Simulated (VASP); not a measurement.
Zn3Bi2:

```
Zn Bi
1.0
     3.64625    0.00000    0.00000
     0.00000    3.64625    0.00000
     0.00000    0.00000    9.11875
Zn Bi
3 2
Direct
  0.00000 0.00000 0.00000
  0.00000 0.00000 0.50000
  0.50000 0.50000 0.50000
  0.50000 0.50000 0.19211
  0.50000 0.50000 0.80789
```

The cell was generated, and may not be a known phase.

| Property | Result |
| --- | --- |
| Program | VASP 6.6.1 |
| Task | relaxation of cell and atoms |
| Functional | PBE |
| Potentials or basis | VASP PAW PBE potentials, release 64 (Zn, Bi_d) |
| Cutoff | 600 eV |
| k mesh | 6 × 6 × 2 |
| Occupations | gaussian, width 0.1 eV |
| Spin | no spin polarisation |

At the start: pressure 0.2 GPa; volume 24.25 Å³/atom.

Where does the relaxation end?

Over 7 steps the energy falls by 11.7 meV/atom and the volume is 24.31 Å³/atom (+0.2 %); space group P4/mmm (No. 123, to 0.1 Å) before and after.

Step by step:
```tsv
step	energy change (eV)	largest force (eV/Å)	pressure (GPa)	volume (Å³)
1	0.0000	0.1694	0.20	121.24
2	-0.0518	0.1155	-0.07	121.73
3	-0.0567	0.0910	-0.13	121.93
4	-0.0567	0.0972	-0.13	121.92
5	-0.0577	0.0657	0.02	121.56
6	-0.0579	0.0410	0.19	121.20
7	-0.0587	0.0236	0.08	121.53
```

Final structure:
```
Zn Bi
1.0
     3.59281    0.00000    0.00000
     0.00000    3.59281    0.00000
     0.00000    0.00000    9.41495
Zn Bi
3 2
Direct
  0.00000 0.00000 0.00000
  0.00000 0.00000 0.50000
  0.50000 0.50000 0.50000
  0.50000 0.50000 0.18910
  0.50000 0.50000 0.81090
```
